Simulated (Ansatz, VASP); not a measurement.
## ZrB2 in VASP and in Ansatz

```
Zr B
1.0
     6.40102    0.00000    0.00000
     0.00000    6.40102    0.00000
     0.00000    0.00000    2.61118
Zr B
2 4
Direct
  0.50000 0.50000 0.00000
  0.00000 0.00000 0.50000
  0.25000 0.75000 0.75000
  0.75000 0.25000 0.75000
  0.75000 0.75000 0.25000
  0.25000 0.25000 0.25000
```

Alike in both runs: task relaxation of cell and atoms; functional PBE; k mesh 6 × 6 × 14; occupations gaussian, width 0.1 eV; no spin polarisation.

|  | VASP | Ansatz |
| --- | --- | --- |
| version | VASP 6.6.1 | Ansatz 0.2.0 |
| potentials or method | VASP PAW PBE potentials, release 64 (Zr_sv, B), cutoff 600 eV | scalar-relativistic, plane waves, PAW |
| valence electrons in the cell | 36 | 36 |

VASP gave:

- gap on the k mesh at the Fermi level, each at its own relaxed structure (eV): none
- relaxed volume (Å³/atom): 17.66
- relaxed cell length with the largest relative difference (Å): 2.557

Question: Which values does Ansatz return?

Answer: gap on the k mesh at the Fermi level, each at its own relaxed structure (eV): none; relaxed volume (Å³/atom): 17.64; relaxed cell length with the largest relative difference (Å): 2.551.

A gap of «none» marks a metal or a gap that the smearing closes.
